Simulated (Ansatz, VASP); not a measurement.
# K in VASP and in Ansatz

Contents of INCAR:

```
ALGO = Normal
EDIFF = 1E-7
ENCUT = 520
GGA = PE
ISIF = 2
ISMEAR = -1
LASPH = T
LCHARG = T
LELF = T
LREAL = F
LVHAR = T
LWAVE = F
NBANDS = 16
NELM = 60
PREC = Accurate
SIGMA = 0.05
```

Contents of KPOINTS:

```
k-points
0
Gamma
  7 7 4
```

File POSCAR:

```
K
1.0
    4.6980314273      0.0000000000      0.0000000000
   -2.3490157137      4.0686145638      0.0000000000
    0.0000000000      0.0000000000      7.7241479244
K
2
Direct
    0.6666666667      0.3333333333      0.7500000000
    0.3333333333      0.6666666667      0.2500000000
```

File input.yaml:

```yaml
crystal:
  lattice:
    - [4.6980314273, 0.0, 0.0]
    - [-2.3490157137, 4.0686145638, 0.0]
    - [0.0, 0.0, 7.7241479244]
  atoms:
    - { symbol: K, position: [0.6666666667, 0.3333333333, 0.75] }
    - { symbol: K, position: [0.3333333333, 0.6666666667, 0.25] }
hamiltonian:
  xc: pbe
  pseudopotentials: { kind: paw }
kpoints:
  mp_grid: { grid: [7, 7, 4] }
scf:
  occupations: { method: fermi_dirac, width: 0.05 }
output:
  forces: true
  stress: true
  eigenvalues: true
  write_density: true
  write_potential: true
  elf: true
  volumetric_format: npy
```

Alike in both runs: task single point; functional PBE; k mesh 7 × 7 × 4; occupations fermi-dirac, width 0.05 eV; no spin polarisation.

|  | VASP | Ansatz |
| --- | --- | --- |
| version | VASP 6.6.1 | Ansatz 0.2.0 |
| potentials or method | VASP PAW PBE potentials, release 64 (K_sv) | Ansatz PAW |
| plane-wave cutoff (eV) | 520 | 420 |
| valence electrons in the cell | 18 | 18 |

```tsv
	VASP	Ansatz	Ansatz less VASP
gap on the k mesh at the Fermi level (eV)	none	none	-
pressure (GPa)	0.0	0.0	+0.01
```

A gap of «none» marks a metal or a gap that the smearing closes. The functional is the same, so the differences come from potentials, cutoffs and numerics.
